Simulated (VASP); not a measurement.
SiC (Moissanite 3C): single point with r2SCAN

The system is SiC (Moissanite 3C).

```
Si C
1.0
     0.00000    2.11843    2.11843
     2.11843    0.00000    2.11843
     2.11843    2.11843    0.00000
Si C
1 1
Direct
  0.00000 0.00000 0.00000
  0.25000 0.25000 0.25000
```

This cell differs from its parent crystal: volume scaled by 0.920.

| Quantity | Value |
| --- | --- |
| Program | VASP 6.6.1 |
| Task | single point |
| Functional | r2SCAN |
| Potentials or basis | VASP PAW PBE potentials, release 64 (Si, C) |
| Cutoff | 520 eV |
| k mesh | 10 × 10 × 10 |
| Occupations | gaussian, width 0.05 eV |
| Spin | no spin polarisation |

```yaml
Pressure: 22.0 GPa
Band_gap_on_the_k_mesh: 1.67 eV, indirect (least direct gap 5.16 eV)
```

Levels at points of the mesh, in eV from the valence-band top:
```tsv
k point	band 2	band 3	band 4	band 5	band 6	band 7
(0.00, 0.00, 0.00)	0.00	0.00	0.00	7.91	8.51	8.51
(0.50, 0.00, 0.00)	-9.30	-1.12	-1.12	6.83	8.13	8.13
(0.50, 0.50, 0.00)	-8.33	-3.50	-3.50	1.67	5.17	16.21
```

It took 16 s on 1 thread of Intel(R) Xeon(R) 6975P-C (Granite Rapids), on a shared host, peak memory 0.14 GiB.

Caveat: the PAW data sets were made with another functional, which shifts forces and pressure a little. A k mesh can miss the band edges.
